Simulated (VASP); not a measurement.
# Si3As2 (P-3m1) in VASP: single point with PBE

Aim: the single point of Si3As2 with PBE.

All numbers are computed with VASP 6.6.1; they aren't measurements. Logs are shortened: lines on timing, memory, paths and dates and some standing lists are left out, and cuts for length are marked.

## Step 1: The cell of the first run

Symmetry: P-3m1, No. 164, trigonal system. The conventional cell has a = 3.753 Å, b = 3.753 Å, c = 18.662 Å, α = 90.00°, β = 90.00°, γ = 120.00°. Within 3.1 Å of Si (site symmetry 3m) lie 4 Si at 2.32 to 2.35 Å. Si (site symmetry 3m) has 1 Si at 2.35 Å and 3 As at 2.42 Å within 3.1 Å. Si (site symmetry 3m) has 1 Si at 2.33 Å and 3 As at 2.42 Å within 3.1 Å. As (site symmetry 3m) has 3 Si at 2.42 Å within 3.2 Å. As (site symmetry 3m) has 3 Si at 2.42 Å within 3.2 Å.

## Step 2: Single point, PBE

INCAR

```
PREC = Accurate
ENCUT = 500
EDIFF = 1E-6
ISMEAR = 0
SIGMA = 0.2
LREAL = F
LASPH = T
NELM = 120
ALGO = Normal
ISIF = 2
LWAVE = F
LCHARG = F
GGA = PE
NBANDS = 33
GGA_COMPAT = F
```

KPOINTS

```
regular mesh
0
Gamma
  5 5 1
```

POSCAR

```
Si3As2
1.0
    3.7534931627      0.0000000000      0.0000000000
   -1.8767465813      3.2506204318      0.0000000000
    0.0000000000      0.0000000000     18.6619922454
Si As
6 4
Direct
    0.3333333333      0.6666666667      0.5221136128
    0.6666666667      0.3333333333      0.4778863872
    0.6666666667      0.3333333333      0.3521495514
    0.3333333333      0.6666666667      0.6478504486
    0.0000000000      0.0000000000      0.0623487731
    0.0000000000      0.0000000000      0.9376512269
    0.0000000000      0.0000000000      0.7052138443
    0.0000000000      0.0000000000      0.2947861557
    0.3333333333      0.6666666667      0.1196549265
    0.6666666667      0.3333333333      0.8803450735
```

Potentials or basis: VASP PAW PBE potentials, release 64 (Si, As).

Run with:

```sh
> cat potpaw_PBE.64/Si/POTCAR potpaw_PBE.64/As/POTCAR > POTCAR
> mpirun -np 1 vasp_std > vasp.out
```

OUTCAR:

```text
PREC = Accurate
   ENCUT = 500
   EDIFF = 1E-6
   ISMEAR = 0
   LREAL = F
   LASPH = T
   NELM = 120
   ISIF = 2
   GGA = PE

 ion  position               nearest neighbor table
   1  0.333  0.667  0.522-   2 2.32   2 2.32   2 2.32   4 2.35
   2  0.667  0.333  0.478-   1 2.32   1 2.32   1 2.32   3 2.35
   3  0.667  0.333  0.352-   2 2.35   8 2.42   8 2.42   8 2.42
   4  0.333  0.667  0.648-   1 2.35   7 2.42   7 2.42   7 2.42
   5  0.000  0.000  0.062-   6 2.33   9 2.42   9 2.42   9 2.42
   6  0.000  0.000  0.938-   5 2.33  10 2.42  10 2.42  10 2.42
   7  0.000  0.000  0.705-   4 2.42   4 2.42   4 2.42
   8  0.000  0.000  0.295-   3 2.42   3 2.42   3 2.42
   9  0.333  0.667  0.120-   5 2.42   5 2.42   5 2.42
  10  0.667  0.333  0.880-   6 2.42   6 2.42   6 2.42

  LATTYP: Found a hexagonal cell.
 ALAT       =     3.7534931627
 C/A-ratio  =     4.9718998907

  Lattice vectors:

 A1 = (   3.7534931627,   0.0000000000,   0.0000000000)
 A2 = (  -1.8767465813,   3.2506204318,   0.0000000000)
 A3 = (   0.0000000000,   0.0000000000,  18.6619922454)

Analysis of symmetry for initial positions (statically):
=====================================================================
 Subroutine PRICEL returns:
 Original cell was already a primitive cell.

 Routine SETGRP: Setting up the symmetry group for a
 hexagonal supercell.

 Subroutine GETGRP returns: Found 12 space group operations
 (whereof 12 operations were pure point group operations)
 out of a pool of 24 trial point group operations.

The static configuration has the point symmetry D_3d.

Analysis of symmetry for dynamics (positions and initial velocities):
=====================================================================
 Subroutine PRICEL returns:
 Original cell was already a primitive cell.

 Routine SETGRP: Setting up the symmetry group for a
 hexagonal supercell.

 Subroutine GETGRP returns: Found 12 space group operations
 (whereof 12 operations were pure point group operations)
 out of a pool of 24 trial point group operations.

The dynamic configuration has the point symmetry D_3d.

 Subroutine INISYM returns: Found 12 space group operations
 (whereof 12 operations are pure point group operations),
 and found     1 'primitive' translations

----------------------------------------------------------------------------------------

                                     Primitive cell

  volume of cell :     227.6984

  direct lattice vectors                    reciprocal lattice vectors
     3.753493163  0.000000000  0.000000000     0.266418495  0.153816790  0.000000000
    -1.876746581  3.250620432  0.000000000     0.000000000  0.307633580  0.000000000
     0.000000000  0.000000000 18.661992245     0.000000000  0.000000000  0.053584847

  length of vectors
     3.753493163  3.753493163 18.661992245     0.307633580  0.307633580  0.053584847

  position of ions in fractional coordinates (direct lattice)
     0.333333333  0.666666667  0.522113613
     0.666666667  0.333333333  0.477886387
     0.666666667  0.333333333  0.352149551
     0.333333333  0.666666667  0.647850449
     0.000000000  0.000000000  0.062348773
     0.000000000  0.000000000  0.937651227
     0.000000000  0.000000000  0.705213844
     0.000000000  0.000000000  0.294786156
     0.333333333  0.666666667  0.119654926
     0.666666667  0.333333333  0.880345074

  ion indices of the primitive-cell ions
   primitive index   ion index
                 1           1
                 2           2
                 3           3
                 4           4
                 5           5
                 6           6
                 7           7
                 8           8
                 9           9
                10          10

----------------------------------------------------------------------------------------

 KPOINTS: regular mesh

Automatic generation of k-mesh.
 Grid dimensions read from file:
 generate k-points for:    5    5    1

 Generating k-lattice:

  Cartesian coordinates                     Fractional coordinates (reciprocal lattice)
     0.053283699  0.030763358  0.000000000     0.200000000 -0.000000000  0.000000000
     0.000000000  0.061526716  0.000000000     0.000000000  0.200000000  0.000000000
     0.000000000  0.000000000  0.053584847     0.000000000  0.000000000  1.000000000

  Length of vectors
     0.061526716  0.061526716  0.053584847

  Shift w.r.t. Gamma in fractional coordinates (k-lattice)
     0.000000000  0.000000000  0.000000000

 Subroutine IBZKPT returns following result:
 ===========================================

 Found      5 irreducible k-points:

 Following reciprocal coordinates:
            Coordinates               Weight
  0.000000  0.000000  0.000000      1.000000
  0.200000  0.000000  0.000000      6.000000
  0.400000  0.000000  0.000000      6.000000
  0.200000  0.200000  0.000000      6.000000
  0.400000  0.200000  0.000000      6.000000
   k-points           NKPTS =      5   k-points in BZ     NKDIM =      5   number of bands    NBANDS=     33
   number of dos      NEDOS =    301   number of ions     NIONS =     10
   total plane-waves  NPLWV = 109760
   dimension x,y,z NGX =    28 NGY =   28 NGZ =  140
   dimension x,y,z NGXF=    56 NGYF=   56 NGZF=  280
   ions per type =               6   4
   NGX,Y,Z   is equivalent  to a cutoff of  12.40, 12.40, 12.47 a.u.
   NGXF,Y,Z  is equivalent  to a cutoff of  24.80, 24.80, 24.94 a.u.
 SYSTEM =  unknown system
   PREC   = accura    normal or accurate (medium, high low for compatibility)
   ISTART =      0    job   : 0-new  1-cont  2-samecut
   ICHARG =      2    charge: 1-file 2-atom 10-const
   ISPIN  =      1    spin polarized calculation?
   LNONCOLLINEAR =      F non collinear calculations
   LSORBIT =      F    spin-orbit coupling
   LASPH  =      T    aspherical Exc in radial PAW
   ENCUT  =  500.0 eV  36.75 Ry    6.06 a.u.   6.84  6.84 34.03*2*pi/ulx,y,z
   NELM   =    120;   NELMIN=  2; NELMDL= -5     # of ELM steps
   EDIFF  = 0.1E-05   stopping-criterion for ELM
   LREAL  =      F    real-space projection
   EDIFFG = 0.1E-04   stopping-criterion for IOM
   NSW    =      0    number of steps for IOM
   IBRION =     -1    ionic relax: 0-MD 1-quasi-New 2-CG
   NFREE  =      0    steps in history (QN), initial steepest desc. (CG)
   ISIF   =      2    stress and relaxation
   ISYM   =      2    0-nonsym 1-usesym 2-fastsym
   POTIM  = 0.5000    time-step for ionic-motion
   TEBEG  =    0.0;   TEEND  =   0.0 temperature during run
   PSTRESS=    0.0 pullay stress
   NELECT =      44.0000    total number of electrons
   NUPDOWN=      -1.0000    fix difference up-down
   EMIN   =  10.00;   EMAX   =-10.00  energy-range for DOS
   EFERMI =   0.00;   METHOD = LEGACY
   ISMEAR =     0;   SIGMA  =   0.20  broadening in eV -4-tet -1-fermi 0-gaus
   EFERMI_NEDOS =   21; number of points for ismear=-14 and -15
   IALGO  =     38    algorithm
   IMIX   =      4    mixing-type and parameters
     AMIX     =   0.40;   BMIX     =  1.00
     AMIX_MAG =   1.60;   BMIX_MAG =  1.00
  volume/ion in A,a.u.               =      22.77       153.66
  Fermi-wavevector in a.u.,A,eV,Ry     =   0.946468  1.788564 12.188112  0.895801
  Thomas-Fermi vector in A             =   2.074468
   LORBIT       =      0    0 simple, 1 ext, 2 COOP (PROOUT), +10 PAW based schemes
   GGA     = PE    functional components
   LHFCALC =     F    Hartree Fock is set to
   AEXX    =    0.0000 exact exchange contribution
   IVDW    =     0    specifies the selected vdW correction
   LEPSILON=     F    determine dielectric tensor
   LRPA    =     F    only Hartree local field effects (RPA)
 non-spin polarized calculation
 Gauss-broadening in eV      SIGMA  =   0.20
  energy-cutoff  :      500.00
  volume of cell :      227.70
 maximum number of plane-waves:      5804
 NGX is ok and might be reduce to    28
   NGX = 13   NGY = 13   NGZ = 69

 number of electron      43.9999998 magnetization

 Free energy of the ion-electron system (eV)
  ---------------------------------------------------
  ext. energy  EPLUGINS =         0.00000000
  ---------------------------------------------------
  free energy    TOTEN  =       -51.47744937 eV

  energy without entropy =      -51.46994132  energy(sigma->0) =      -51.47369535

 E-fermi :   5.1501     XC(G=0):  -9.0991

 val. band max:        5.0190331536   @ k =   0.0000   0.0000   0.0000
 cond. band min:       5.4172905031   @ k =   0.4000   0.0000   0.0000
 fundamental gap:      0.3982573495
 Fermi energy:         5.1500771051

 k-point     1 :       0.0000    0.0000    0.0000
  band No.  band energies     occupation
      1      -8.6311      2.00000
      2      -8.3643      2.00000
      3      -8.3192      2.00000
      4      -8.0413      2.00000
      5      -6.6233      2.00000
      6      -2.7779      2.00000
[... 25 lines left out ...]
     32       7.8543      0.00000
     33       7.8543      0.00000

 k-point     2 :       0.2000    0.0000    0.0000
  band No.  band energies     occupation
      1      -8.1693      2.00000
      2      -7.9063      2.00000
      3      -7.8690      2.00000
      4      -7.6066      2.00000
      5      -6.1628      2.00000
      6      -2.7220      2.00000
[... 25 lines left out ...]
     32       8.9082      0.00000
     33       8.9798      0.00000

 k-point     3 :       0.4000    0.0000    0.0000
  band No.  band energies     occupation
      1      -6.9644      2.00000
      2      -6.7529      2.00000
      3      -6.7316      2.00000
      4      -6.5846      2.00000
      5      -5.0500      2.00000
      6      -3.7239      2.00000
[... 25 lines left out ...]
     32       8.0897      0.00000
     33       8.6283      0.00000

 k-point     4 :       0.2000    0.2000    0.0000
  band No.  band energies     occupation
      1      -7.3114      2.00000
      2      -7.0644      2.00000
      3      -7.0501      2.00000
      4      -6.8385      2.00000
      5      -5.3304      2.00000
      6      -3.2357      2.00000
[... 25 lines left out ...]
     32       8.7530      0.00000
     33       8.9577      0.00000

 k-point     5 :       0.4000    0.2000    0.0000
  band No.  band energies     occupation
      1      -6.2564      2.00000
      2      -6.2282      2.00000
      3      -6.1402      2.00000
      4      -6.1354      2.00000
      5      -4.5728      2.00000
      6      -4.2523      2.00000
[... 25 lines left out ...]
     32       8.3925      0.00000
     33       8.8755      0.00000

------------------------ aborting loop because EDIFF is reached ----------------------------------------

  FORCE on cell =-STRESS in cart. coord.  units (eV):
  Direction    XX          YY          ZZ          XY          YZ          ZX
  --------------------------------------------------------------------------------------
  -------------------------------------------------------------------------------------
  Total        0.7410426      0.7410426      0.9738059      0.0000000      0.0000000      0.0000000
  in kB        5.2142740      5.2142740      6.8520907      0.0000000      0.0000000      0.0000000
  external PRESSURE =       5.7602129 kB  Pullay stress =       0.0000000 kB

 VOLUME and BASIS-vectors are now :
 -----------------------------------------------------------------------------
  energy-cutoff  :      500.00
  volume of cell :      227.70
      direct lattice vectors                 reciprocal lattice vectors
     3.753493163  0.000000000  0.000000000     0.266418495  0.153816790  0.000000000
    -1.876746581  3.250620432  0.000000000     0.000000000  0.307633580  0.000000000
     0.000000000  0.000000000 18.661992245     0.000000000  0.000000000  0.053584847

 POSITION                                       TOTAL-FORCE (eV/Angst)
 -----------------------------------------------------------------------------------
     -0.00000      2.16708      9.74368        -0.000000      0.000000     -0.021266
      1.87675      1.08354      8.91831        -0.000000     -0.000000      0.021266
      1.87675      1.08354      6.57181         0.000000      0.000000      0.039256
     -0.00000      2.16708     12.09018        -0.000000      0.000000     -0.039256
      0.00000      0.00000      1.16355        -0.000000      0.000000      0.013353
      0.00000      0.00000     17.49844        -0.000000     -0.000000     -0.013353
      0.00000      0.00000     13.16070        -0.000000      0.000000      0.014997
      0.00000      0.00000      5.50130        -0.000000     -0.000000     -0.014997
     -0.00000      2.16708      2.23300         0.000000      0.000000     -0.020852
      1.87675      1.08354     16.42899         0.000000     -0.000000      0.020852
 -----------------------------------------------------------------------------------
    total drift:                               -0.000000     -0.000000     -0.000000

  FREE ENERGIE OF THE ION-ELECTRON SYSTEM (eV)
  ---------------------------------------------------
  free  energy   TOTEN  =       -51.4774493673 eV

  energy  without entropy=      -51.4699413229  energy(sigma->0) =      -51.47369535
```

It took 85 s on 1 thread of Intel Xeon 8259CL, shared host; peak memory 0.31 GiB.

Results:

```
Free energy            : -51.4774 eV
Pressure               : 0.6 GPa
Largest force          : 0.039 eV/Å
Band gap on the k mesh : 0.40 eV (least direct gap 0.76 eV)
```

Forces on the atoms (eV/Å):
```
Si   0.000  0.000 -0.021
Si   0.000  0.000  0.021
Si   0.000  0.000  0.039
Si   0.000  0.000 -0.039
Si   0.000  0.000  0.013
Si   0.000  0.000 -0.013
As   0.000  0.000  0.015
As   0.000  0.000 -0.015
As   0.000  0.000 -0.021
As   0.000  0.000  0.021
```

Stress tensor (GPa, compression positive):
```
0.52 0.00 0.00
0.00 0.52 0.00
0.00 0.00 0.69
```

Caveat: semilocal functionals underestimate gaps, and a narrow one can read as zero; this functional lacks dispersion, which binds layers or chains, so the pressure and a relaxed spacing across them are unreliable.
